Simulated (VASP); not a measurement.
# LiF in VASP: further runs

The runs below take LiF through single point, with r2SCAN.

All numbers are computed with VASP 6.6.1; they aren't measurements. Logs are shortened: lines on timing, memory, paths and dates and some standing lists are left out, and cuts for length are marked.

## (1) The cell of the first run

Symmetry: Pm-3m, No. 221, cubic system. Conventional cell: a = 2.355 Å, b = 2.355 Å, c = 2.355 Å, α = 90.00°, β = 90.00°, γ = 90.00°. Within 2.7 Å of Li (site symmetry m-3m) lie 8 F at 2.04 Å and 6 Li at 2.35 Å. Within 2.7 Å of F (site symmetry m-3m) lie 8 Li at 2.04 Å and 6 F at 2.35 Å.

## (2) Single point, r2SCAN (strain -0.080 along x and y, -0.080 along z)

POSCAR reads:

```
LiF
1.0
    2.3547703600      0.0000000000      0.0000000000
    0.0000000000      2.3547703600      0.0000000000
    0.0000000000      0.0000000000      2.3547703600
Li F
1 1
Direct
    0.0000000000      0.0000000000      0.0000000000
    0.5000000000      0.5000000000      0.5000000000
```

INCAR.step1 reads:

```
SYSTEM = LiF
PREC     = Accurate       ! precision mode
ENCUT    = 520            ! plane-wave cutoff, eV
ISMEAR   = 0              ! smearing method
SIGMA    = 0.05           ! smearing width, eV
LREAL    = .FALSE.        ! projectors in reciprocal space
LASPH    = .TRUE.         ! aspherical terms in the spheres
NELM     = 60             ! most SCF steps
NBANDS   = 12             ! bands
GGA      = PE             ! functional
ALGO     = Normal         ! electronic algorithm
EDIFF    = 1E-4           ! SCF threshold, eV
LWAVE    = .TRUE.         ! write WAVECAR
LCHARG   = .FALSE.        ! write CHGCAR
```

INCAR.step2 reads:

```
SYSTEM = LiF
PREC     = Accurate       ! precision mode
ENCUT    = 520            ! plane-wave cutoff, eV
EDIFF    = 1E-7           ! SCF threshold, eV
ISMEAR   = 0              ! smearing method
SIGMA    = 0.05           ! smearing width, eV
LREAL    = .FALSE.        ! projectors in reciprocal space
LASPH    = .TRUE.         ! aspherical terms in the spheres
NELM     = 60             ! most SCF steps
ALGO     = Normal         ! electronic algorithm
ISIF     = 2              ! what is computed and relaxed
LWAVE    = .FALSE.        ! write WAVECAR
LCHARG   = .FALSE.        ! write CHGCAR
METAGGA  = R2SCAN         ! meta-GGA
LMIXTAU  = .TRUE.       
NBANDS   = 12             ! bands
ISTART   = 1
```

KPOINTS reads:

```
regular mesh
0
G
  10 10 10
  0 0 0
```

Potentials or basis: VASP PAW PBE potentials, release 64 (Li_sv, F).

On the command line:

```console
$ cat potpaw_PBE.64/Li_sv/POTCAR potpaw_PBE.64/F/POTCAR > POTCAR
$ cp INCAR.step1 INCAR
$ mpirun -np 1 vasp_std > vasp.out
$ cp INCAR.step2 INCAR
$ mpirun -np 1 vasp_std > vasp.out
```

OUTCAR:

```text
SYSTEM = LiF
   PREC = Accurate
   ENCUT = 520
   EDIFF = 1E-7
   ISMEAR = 0
   LREAL = .FALSE.
   LASPH = .TRUE.
   NELM = 60
   ISIF = 2
   METAGGA = R2SCAN
   ISTART = 1

 ion  position               nearest neighbor table
   1  0.000  0.000  0.000-   2 2.04   2 2.04   2 2.04   2 2.04   2 2.04   2 2.04   2 2.04   2 2.04

   2  0.500  0.500  0.500-   1 2.04   1 2.04   1 2.04   1 2.04   1 2.04   1 2.04   1 2.04   1 2.04

  LATTYP: Found a simple cubic cell.
 ALAT       =     2.3547703600

  Lattice vectors:

 A1 = (   2.3547703600,   0.0000000000,   0.0000000000)
 A2 = (   0.0000000000,   2.3547703600,   0.0000000000)
 A3 = (   0.0000000000,   0.0000000000,   2.3547703600)

Analysis of symmetry for initial positions (statically):
=====================================================================
 Subroutine PRICEL returns:
 Original cell was already a primitive cell.

 Routine SETGRP: Setting up the symmetry group for a
 simple cubic supercell.

 Subroutine GETGRP returns: Found 48 space group operations
 (whereof 48 operations were pure point group operations)
 out of a pool of 48 trial point group operations.

The static configuration has the point symmetry O_h .

Analysis of symmetry for dynamics (positions and initial velocities):
=====================================================================
 Subroutine PRICEL returns:
 Original cell was already a primitive cell.

 Routine SETGRP: Setting up the symmetry group for a
 simple cubic supercell.

 Subroutine GETGRP returns: Found 48 space group operations
 (whereof 48 operations were pure point group operations)
 out of a pool of 48 trial point group operations.

The dynamic configuration has the point symmetry O_h .

 Subroutine INISYM returns: Found 48 space group operations
 (whereof 48 operations are pure point group operations),
 and found     1 'primitive' translations

----------------------------------------------------------------------------------------

                                     Primitive cell

  volume of cell :      13.0571

  direct lattice vectors                    reciprocal lattice vectors
     2.354770360  0.000000000  0.000000000     0.424669860  0.000000000  0.000000000
     0.000000000  2.354770360  0.000000000     0.000000000  0.424669860  0.000000000
     0.000000000  0.000000000  2.354770360     0.000000000  0.000000000  0.424669860

  length of vectors
     2.354770360  2.354770360  2.354770360     0.424669860  0.424669860  0.424669860

  position of ions in fractional coordinates (direct lattice)
     0.000000000  0.000000000  0.000000000
     0.500000000  0.500000000  0.500000000

  ion indices of the primitive-cell ions
   primitive index   ion index
                 1           1
                 2           2

----------------------------------------------------------------------------------------

 KPOINTS: regular mesh

Automatic generation of k-mesh.
 Grid dimensions read from file:
 generate k-points for:   10   10   10

 Generating k-lattice:

  Cartesian coordinates                     Fractional coordinates (reciprocal lattice)
     0.042466986  0.000000000  0.000000000     0.100000000  0.000000000  0.000000000
     0.000000000  0.042466986  0.000000000     0.000000000  0.100000000  0.000000000
     0.000000000  0.000000000  0.042466986     0.000000000  0.000000000  0.100000000

  Length of vectors
     0.042466986  0.042466986  0.042466986

  Shift w.r.t. Gamma in fractional coordinates (k-lattice)
     0.000000000  0.000000000  0.000000000

 Subroutine IBZKPT returns following result:
 ===========================================

 Found     56 irreducible k-points:

 Following reciprocal coordinates:
            Coordinates               Weight
  0.000000  0.000000  0.000000      1.000000
  0.100000  0.000000  0.000000      6.000000
  0.200000  0.000000  0.000000      6.000000
  0.300000  0.000000  0.000000      6.000000
  0.400000  0.000000  0.000000      6.000000
  0.500000  0.000000  0.000000      3.000000
[... 16 lines left out ...]
  0.200000  0.100000  0.100000     24.000000
  0.300000  0.100000  0.100000     24.000000
 [... further k-points ...]
   k-points           NKPTS =     56   k-points in BZ     NKDIM =     56   number of bands    NBANDS=     12
   number of dos      NEDOS =    301   number of ions     NIONS =      2
   total plane-waves  NPLWV =   5832
   dimension x,y,z NGX =    18 NGY =   18 NGZ =   18
   dimension x,y,z NGXF=    36 NGYF=   36 NGZF=   36
   ions per type =               1   1
   NGX,Y,Z   is equivalent  to a cutoff of  12.71, 12.71, 12.71 a.u.
   NGXF,Y,Z  is equivalent  to a cutoff of  25.42, 25.42, 25.42 a.u.
 SYSTEM =  LiF
   PREC   = accura    normal or accurate (medium, high low for compatibility)
   ISTART =      1    job   : 0-new  1-cont  2-samecut
   ICHARG =      0    charge: 1-file 2-atom 10-const
   ISPIN  =      1    spin polarized calculation?
   LNONCOLLINEAR =      F non collinear calculations
   LSORBIT =      F    spin-orbit coupling
   LASPH  =      T    aspherical Exc in radial PAW
   ENCUT  =  520.0 eV  38.22 Ry    6.18 a.u.   4.38  4.38  4.38*2*pi/ulx,y,z
   NELM   =     60;   NELMIN=  2; NELMDL=  0     # of ELM steps
   EDIFF  = 0.1E-06   stopping-criterion for ELM
   LREAL  =      F    real-space projection
   EDIFFG = 0.1E-05   stopping-criterion for IOM
   NSW    =      0    number of steps for IOM
   IBRION =     -1    ionic relax: 0-MD 1-quasi-New 2-CG
   NFREE  =      0    steps in history (QN), initial steepest desc. (CG)
   ISIF   =      2    stress and relaxation
   ISYM   =      2    0-nonsym 1-usesym 2-fastsym
   POTIM  = 0.5000    time-step for ionic-motion
   TEBEG  =    0.0;   TEEND  =   0.0 temperature during run
   PSTRESS=    0.0 pullay stress
   NELECT =      10.0000    total number of electrons
   NUPDOWN=      -1.0000    fix difference up-down
   EMIN   =  10.00;   EMAX   =-10.00  energy-range for DOS
   EFERMI =   0.00;   METHOD = LEGACY
   ISMEAR =     0;   SIGMA  =   0.05  broadening in eV -4-tet -1-fermi 0-gaus
   EFERMI_NEDOS =   21; number of points for ismear=-14 and -15
   IALGO  =     38    algorithm
   IMIX   =      4    mixing-type and parameters
     AMIX     =   0.40;   BMIX     =  1.00
     AMIX_MAG =   1.60;   BMIX_MAG =  1.00
  volume/ion in A,a.u.               =       6.53        44.06
  Fermi-wavevector in a.u.,A,eV,Ry     =   1.497820  2.830469 30.524188  2.243465
  Thomas-Fermi vector in A             =   2.609659
   LORBIT       =      0    0 simple, 1 ext, 2 COOP (PROOUT), +10 PAW based schemes
   METAGGA = R2SCAN    functional components
   LHFCALC =     F    Hartree Fock is set to
   AEXX    =    0.0000 exact exchange contribution
   IVDW    =     0    specifies the selected vdW correction
   LEPSILON=     F    determine dielectric tensor
   LRPA    =     F    only Hartree local field effects (RPA)
 non-spin polarized calculation
 Gauss-broadening in eV      SIGMA  =   0.05
  energy-cutoff  :      520.00
  volume of cell :       13.06
 maximum number of plane-waves:       365
 NGX is ok and might be reduce to    18
   NGX =  9   NGY =  9   NGZ =  9

 number of electron       9.9999984 magnetization

 Free energy of the ion-electron system (eV)
  ---------------------------------------------------
  ext. energy  EPLUGINS =         0.00000000
  ---------------------------------------------------
  free energy    TOTEN  =       -11.10213237 eV

  energy without entropy =      -11.10213237  energy(sigma->0) =      -11.10213237

 E-fermi :   1.9491     XC(G=0): -11.8491

 val. band max:        1.5654844214   @ k =   0.5000   0.5000   0.0000
 cond. band min:      12.9025727549   @ k =   0.0000   0.0000   0.0000
 fundamental gap:     11.3370883335
 Fermi energy:         1.9491391942

 k-point     1 :       0.0000    0.0000    0.0000
  band No.  band energies     occupation
      1     -42.4599      2.00000
      2     -21.6130      2.00000
      3       0.5690      2.00000
      4       0.5690      2.00000
      5       0.5690      2.00000
      6      12.9026      0.00000
      7      23.0059      0.00000
      8      23.0059      0.00000
      9      27.6524      0.00000
     10      27.6524      0.00000
     11      27.6524      0.00000
     12      46.1956      0.00000

 k-point     2 :       0.1000    0.0000    0.0000
  band No.  band energies     occupation
      1     -42.4488      2.00000
      2     -21.5536      2.00000
      3       0.1113      2.00000
      4       0.6218      2.00000
      5       0.6218      2.00000
      6      13.1004      0.00000
      7      22.0841      0.00000
      8      23.2814      0.00000
      9      27.5354      0.00000
     10      27.5354      0.00000
     11      29.3982      0.00000
     12      44.6644      0.00000

 k-point     3 :       0.2000    0.0000    0.0000
  band No.  band energies     occupation
      1     -42.4200      2.00000
      2     -21.3950      2.00000
      3      -0.9818      2.00000
      4       0.7621      2.00000
      5       0.7621      2.00000
      6      13.4181      0.00000
      7      20.9186      0.00000
      8      24.1065      0.00000
      9      27.1783      0.00000
     10      27.1783      0.00000
     11      33.0365      0.00000
     12      40.7139      0.00000

 k-point     4 :       0.3000    0.0000    0.0000
  band No.  band energies     occupation
      1     -42.3844      2.00000
      2     -21.1894      2.00000
      3      -2.1844      2.00000
      4       0.9407      2.00000
      5       0.9407      2.00000
      6      13.4771      0.00000
      7      20.3515      0.00000
      8      25.4781      0.00000
      9      26.6756      0.00000
     10      26.6756      0.00000
     11      36.5938      0.00000
     12      37.5832      0.00000

 k-point     5 :       0.4000    0.0000    0.0000
  band No.  band energies     occupation
      1     -42.3554      2.00000
      2     -21.0133      2.00000
      3      -3.0747      2.00000
      4       1.0897      2.00000
      5       1.0897      2.00000
      6      13.3334      0.00000
      7      20.2416      0.00000
      8      26.2304      0.00000
      9      26.2304      0.00000
     10      27.3793      0.00000
     11      33.0410      0.00000
     12      40.9090      0.00000
[... 228 lines left out ...]
      1     -42.2575      2.00000
      2     -20.0234      2.00000
      3      -3.0631      2.00000
      4      -3.0631      2.00000
      5       1.5655      2.00000
      6      18.0007      0.00000
      7      18.7033      0.00000
      8      18.7033      0.00000
      9      25.0839      0.00000
     10      31.3920      0.00000
     11      34.8210      0.00000
     12      34.8210      0.00000

 k-point    22 :       0.1000    0.1000    0.1000
  band No.  band energies     occupation
      1     -42.4277      2.00000
      2     -21.4310      2.00000
      3       0.2031      2.00000
      4       0.2160      2.00000
      5       0.2160      2.00000
      6      13.5864      0.00000
      7      21.9552      0.00000
      8      21.9552      0.00000
      9      27.3077      0.00000
     10      30.0527      0.00000
     11      30.0527      0.00000
     12      41.2223      0.00000

 k-point    23 :       0.2000    0.1000    0.1000
  band No.  band energies     occupation
      1     -42.4002      2.00000
      2     -21.2634      2.00000
      3      -0.8899      2.00000
      4       0.3106      2.00000
      5       0.3802      2.00000
      6      14.0531      0.00000
      7      20.7637      0.00000
      8      22.2612      0.00000
      9      27.1440      0.00000
     10      29.7710      0.00000
     11      33.4204      0.00000
     12      38.6895      0.00000

 k-point    24 :       0.3000    0.1000    0.1000
  band No.  band energies     occupation
      1     -42.3661      2.00000
      2     -21.0451      2.00000
      3      -2.1020      2.00000
      4       0.4399      2.00000
      5       0.5904      2.00000
      6      14.2831      0.00000
      7      20.0964      0.00000
      8      22.6105      0.00000
      9      26.9460      0.00000
     10      29.4674      0.00000
     11      36.7714      0.00000
     12      36.9154      0.00000

 [... further k-points ...]
[... 5 lines left out ...]
  --------------------------------------------------------------------------------------
  -------------------------------------------------------------------------------------
  Total        1.8734502      1.8734502      1.8734502      0.0000000     -0.0000000      0.0000000
  in kB      229.8830994    229.8830994    229.8830994      0.0000000     -0.0000000      0.0000000
  external PRESSURE =     229.8830994 kB  Pullay stress =       0.0000000 kB

 VOLUME and BASIS-vectors are now :
 -----------------------------------------------------------------------------
  energy-cutoff  :      520.00
  volume of cell :       13.06
      direct lattice vectors                 reciprocal lattice vectors
     2.354770360  0.000000000  0.000000000     0.424669860  0.000000000  0.000000000
     0.000000000  2.354770360  0.000000000     0.000000000  0.424669860  0.000000000
     0.000000000  0.000000000  2.354770360     0.000000000  0.000000000  0.424669860

 POSITION                                       TOTAL-FORCE (eV/Angst)
 -----------------------------------------------------------------------------------
      0.00000      0.00000      0.00000         0.000000      0.000000      0.000000
      1.17739      1.17739      1.17739         0.000000      0.000000      0.000000
 -----------------------------------------------------------------------------------
    total drift:                                0.000000     -0.000000      0.000000

  FREE ENERGIE OF THE ION-ELECTRON SYSTEM (eV)
  ---------------------------------------------------
  free  energy   TOTEN  =       -11.1021323668 eV

  energy  without entropy=      -11.1021323668  energy(sigma->0) =      -11.10213237
```

Run time: 43 s. Hardware: 1 thread of Intel Xeon 8259CL, shared host; peak memory 0.12 GiB.

Results:

* Free energy: -11.1021 eV
* Band gap on the k mesh: 11.34 eV, indirect (least direct gap 12.10 eV)

Caveat: the cell differs from its parent crystal (strain -0.080 along x and y, -0.080 along z); the cutoff is under 1.25 times the usual one of these potentials, so pressure, stress and relaxed cells hold a basis-set (Pulay) error; the PAW data sets were made with another functional, which shifts forces and pressure a little. A k mesh can miss the band edges.

## (3) Single point, r2SCAN (strain -0.040 along x and y, -0.040 along z)

POSCAR reads:

```
LiF
1.0
    2.4571516800      0.0000000000      0.0000000000
    0.0000000000      2.4571516800      0.0000000000
    0.0000000000      0.0000000000      2.4571516800
Li F
1 1
Direct
    0.0000000000      0.0000000000      0.0000000000
    0.5000000000      0.5000000000      0.5000000000
```

INCAR.step1 reads:

```
PREC = Accurate ; ENCUT = 520
ISMEAR = 0 ; SIGMA = 0.05
LREAL = F ; LASPH = T
NELM = 80 ; NBANDS = 12
GGA = PE ; ALGO = Normal
EDIFF = 1E-4 ; LWAVE = T
LCHARG = F
```

INCAR.step2 reads:

```
PREC = Accurate ; ENCUT = 520
EDIFF = 1E-7 ; ISMEAR = 0
SIGMA = 0.05 ; LREAL = F
LASPH = T ; NELM = 80
ALGO = Normal ; ISIF = 2
LWAVE = F ; LCHARG = F
METAGGA = R2SCAN ; LMIXTAU = T
NBANDS = 12 ; ISTART = 1
```

KPOINTS reads:

```
regular mesh
0
Gamma
  10 10 10
```

Potentials or basis: VASP PAW PBE potentials, release 64 (Li_sv, F).

On the command line:

```console
$ cat potpaw_PBE.64/Li_sv/POTCAR potpaw_PBE.64/F/POTCAR > POTCAR
$ cp INCAR.step1 INCAR
$ mpirun -np 1 vasp_std > vasp.out
$ cp INCAR.step2 INCAR
$ mpirun -np 1 vasp_std > vasp.out
```

Run time: 51 s. Hardware: 1 thread of Intel Xeon 8259CL, shared host; peak memory 0.12 GiB.

It converged, with:

```yaml
Free_energy: -11.2598 eV
Band_gap_on_the_k_mesh: 9.86 eV, indirect (least direct gap 10.68 eV)
```

Levels at points of the mesh, in eV from the valence-band top:
```csv
k point,band 2,band 3,band 4,band 5,band 6,band 7,band 8,band 9
"(0.00, 0.00, 0.00)",-22.49,-0.82,-0.82,-0.82,9.86,20.65,20.65,24.32
"(0.50, 0.00, 0.00)",-21.94,-4.26,-0.35,-0.35,10.86,16.90,23.17,23.17
"(0.50, 0.50, 0.00)",-21.25,-3.88,-3.88,0.00,15.49,15.94,15.94,21.96
"(0.50, 0.50, 0.50)",-20.68,-2.73,-2.73,-2.73,12.51,12.51,12.51,27.55
```

Caveat: the cell differs from its parent crystal (strain -0.040 along x and y, -0.040 along z); the cutoff is under 1.25 times the usual one of these potentials, so pressure, stress and relaxed cells hold a basis-set (Pulay) error; the PAW data sets were made with another functional, which shifts forces and pressure a little. A k mesh can miss the band edges.

## (4) Single point, r2SCAN (strain +0.040 along x and y, +0.040 along z)

POSCAR reads:

```
LiF
1.0
    2.6619143200      0.0000000000      0.0000000000
    0.0000000000      2.6619143200      0.0000000000
    0.0000000000      0.0000000000      2.6619143200
Li F
1 1
Direct
    0.0000000000      0.0000000000      0.0000000000
    0.5000000000      0.5000000000      0.5000000000
```

INCAR.step1 reads:

```
SYSTEM = LiF
ALGO = Normal
EDIFF = 1E-4
ENCUT = 520
GGA = PE
ISMEAR = 0
LASPH = .TRUE.
LCHARG = .FALSE.
LREAL = .FALSE.
LWAVE = .TRUE.
NBANDS = 12
NELM = 60
PREC = Accurate
SIGMA = 0.05
```

INCAR.step2 reads:

```
SYSTEM = LiF
ALGO = Normal
EDIFF = 1E-6
ENCUT = 520
ISIF = 2
ISMEAR = 0
ISTART = 1
LASPH = .TRUE.
LCHARG = .FALSE.
LMIXTAU = .TRUE.
LREAL = .FALSE.
LWAVE = .FALSE.
METAGGA = R2SCAN
NBANDS = 12
NELM = 60
PREC = Accurate
SIGMA = 0.05
```

KPOINTS reads:

```
k-points
0
G
  10 10 10
  0 0 0
```

On the command line:

```console
$ cat potpaw_PBE.64/Li_sv/POTCAR potpaw_PBE.64/F/POTCAR > POTCAR
$ cp INCAR.step1 INCAR
$ mpirun -np 1 vasp_std > vasp.out
$ cp INCAR.step2 INCAR
$ mpirun -np 1 vasp_std > vasp.out
```

Run time: 69 s. Hardware: 1 thread of Intel Xeon 8259CL, shared host; peak memory 0.13 GiB.

Results (log left out):

| Property | Result |
| --- | --- |
| Free energy | -11.1606 eV |
| Band gap on the k mesh | 7.74 eV, indirect (least direct gap 8.31 eV) |

Levels at points of the mesh, in eV from the valence-band top:
| k point | band 3 | band 4 | band 5 | band 6 | band 7 | band 8 |
| --- | --- | --- | --- | --- | --- | --- |
| (0.00, 0.00, 0.00) | -0.57 | -0.57 | -0.57 | 7.74 | 19.12 | 19.12 |
| (0.50, 0.00, 0.00) | -3.15 | -0.24 | -0.24 | 9.54 | 14.09 | 20.80 |
| (0.50, 0.50, 0.00) | -2.76 | -2.76 | 0.00 | 13.85 | 13.93 | 13.93 |
| (0.50, 0.50, 0.50) | -1.94 | -1.94 | -1.94 | 11.84 | 11.84 | 11.84 |

Caveat: the cell differs from its parent crystal (strain +0.040 along x and y, +0.040 along z); the cutoff is under 1.25 times the usual one of these potentials, so pressure, stress and relaxed cells hold a basis-set (Pulay) error; the PAW data sets were made with another functional, which shifts forces and pressure a little.

(Continued in part 2 of 2.)
